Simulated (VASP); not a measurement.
HfC:

```
Hf C
1.0
     3.84551    0.00000    0.00000
    -1.92276    3.33031    0.00000
     0.00000    0.00000    4.65912
Hf C
2 2
Direct
  0.66667 0.33333 0.44601
  0.33333 0.66667 0.94601
  0.66667 0.33333 0.92985
  0.33333 0.66667 0.42985
```

| Property | Result |
| --- | --- |
| Program | VASP 6.6.1 |
| Task | relaxation of cell and atoms |
| Functional | PBE |
| Potentials or basis | VASP PAW PBE potentials, release 64 (Hf_pv, C) |
| Cutoff | 600 eV |
| k mesh | 12 × 12 × 10 |
| Occupations | gaussian, width 0.1 eV |
| Spin | no spin polarisation |

At the start: pressure -0.5 GPa; volume 14.92 Å³/atom.

Q: How do energy, volume and symmetry change on relaxing?

A: Over 8 steps the energy falls by 2.4 meV/atom and the volume is 14.86 Å³/atom (-0.4 %); space group P6_3/mmc (No. 194, to 0.05 Å).

The path:
| step | energy change (eV) | largest force (eV/Å) | pressure (GPa) | volume (Å³) |
| --- | --- | --- | --- | --- |
| 1 | 0.0000 | 0.1541 | -0.54 | 59.67 |
| 2 | -0.0040 | 0.1198 | 0.77 | 59.23 |
| 3 | -0.0042 | 0.1088 | 1.19 | 59.10 |
| 4 | -0.0066 | 0.0774 | 0.86 | 59.19 |
| 5 | -0.0095 | 0.0208 | 0.08 | 59.42 |
| 6 | -0.0097 | 0.0122 | -0.11 | 59.49 |
| 7 | -0.0097 | 0.0094 | -0.19 | 59.51 |
| 8 | -0.0098 | 0.0068 | -0.03 | 59.46 |

Final structure:
```
Hf C
1.0
     3.85003    0.00000    0.00000
    -1.92502    3.33423    0.00000
     0.00000    0.00000    4.63172
Hf C
2 2
Direct
  0.66667 0.33333 0.43901
  0.33333 0.66667 0.93901
  0.66667 0.33333 0.93685
  0.33333 0.66667 0.43685
```
